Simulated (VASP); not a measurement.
Ti3Se:

```
Se Ti
1.0
     3.26016    0.00000    0.00000
    -1.63008    2.82338    0.00000
     0.00000    0.00000    8.09852
Se Ti
1 3
Direct
  0.00000 0.00000 0.00000
  0.66667 0.33333 0.50000
  0.33333 0.66667 0.77290
  0.33333 0.66667 0.22710
```

Base run:

- Program: VASP 6.6.1
- Functional: r2SCAN
- Potentials or basis: VASP PAW PBE potentials, release 64 (Se, Ti_sv)
- Cutoff: 520 eV
- k mesh: 10 × 10 × 4
- Occupations: fermi-dirac, width 0.05 eV
- Spin: no spin polarisation

Its results: band gap on the k mesh zero (band 21 reaches 7.96 eV, above the bottom of band 22 at 7.32 eV); pressure -6.4 GPa; largest force 0.203 eV/Å.

Problem. After a change of settings the same cell gave: band gap on the k mesh zero (band 21 reaches 7.70 eV, above the bottom of band 22 at 7.16 eV); pressure -9.7 GPa; largest force 0.221 eV/Å. Which change was it?
A. functional from r2SCAN to PBE
B. functional from r2SCAN to LDA; potentials or basis from VASP PAW PBE potentials, release 64 (Se, Ti_sv) to VASP PAW LDA potentials, release 64 (Se, Ti_sv)
C. functional from r2SCAN to PBEsol

Solution. C.

Caveats: the PAW data sets were made with another functional, which shifts forces and pressure a little.
